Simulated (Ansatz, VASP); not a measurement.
## Nb: VASP beside Ansatz

File POSCAR:

```
Nb
1.0
    0.0000000000      2.1150000000      2.1573000000
    2.1150000000      0.0000000000      2.1573000000
    2.1150000000      2.1150000000      0.0000000000
Nb
1
Direct
    0.0000000000      0.0000000000      0.0000000000
```

File INCAR.step1:

```
SYSTEM = Nb
PREC = Accurate
ENCUT = 520
ISMEAR = 0
SIGMA = 0.15
LREAL = .FALSE.
LASPH = .TRUE.
NELM = 80
NBANDS = 12
GGA = PE
ALGO = Normal
EDIFF = 1E-4
LWAVE = .TRUE.
LCHARG = .FALSE.
```

Contents of INCAR.step2:

```
SYSTEM = Nb
PREC = Accurate
ENCUT = 520
EDIFF = 1E-7
ISMEAR = 0
SIGMA = 0.15
LREAL = .FALSE.
LASPH = .TRUE.
NELM = 80
ALGO = Normal
ISIF = 2
LWAVE = .FALSE.
LCHARG = .FALSE.
METAGGA = R2SCAN
LMIXTAU = .TRUE.
NBANDS = 12
ISTART = 1
```

File KPOINTS:

```
regular mesh
0
G
  20 20 20
  0 0 0
```

Input for Ansatz:

```yaml
crystal:
  lattice:
    - [0.0, 2.115, 2.1573]
    - [2.115, 0.0, 2.1573]
    - [2.115, 2.115, 0.0]
  atoms:
    - { symbol: Nb, position: [0.0, 0.0, 0.0] }
basis:
  ecutwfc: 500
kpoints:
  mp_grid: { grid: [20, 20, 20] }
hamiltonian:
  xc: r2scan
scf:
  occupations: { method: gaussian, width: 0.15 }
output:
  forces: true
  stress: true
  eigenvalues: true
  write_density: true
  write_potential: true
  elf: true
  volumetric_format: npy
```

Change from the starting cell: strain +0.0200 x Voigt [0, 0, 1, 0, 0, 0], atoms carried along.

Alike in both runs: task single point; functional r2SCAN; k mesh 20 × 20 × 20; occupations gaussian, width 0.15 eV; no spin polarisation.

```csv
,VASP,Ansatz
version,VASP 6.6.1,Ansatz 0.2.0
potentials or method,"VASP PAW PBE potentials, release 64 (Nb_sv), cutoff 520 eV","scalar-relativistic, plane waves, PAW"
valence electrons in the cell,13,13
```

```tsv
	VASP	Ansatz	Ansatz less VASP
gap on the k mesh at the Fermi level (eV)	none	none	-
pressure (GPa)	-5.4	-5.2	+0.20
traceless stress, the component that is largest in VASP (GPa)	3.18	3.20	+0.021
```

VASP's potentials were made for PBE, not for r2SCAN. A gap of «none» marks a metal or a gap that the smearing closes.
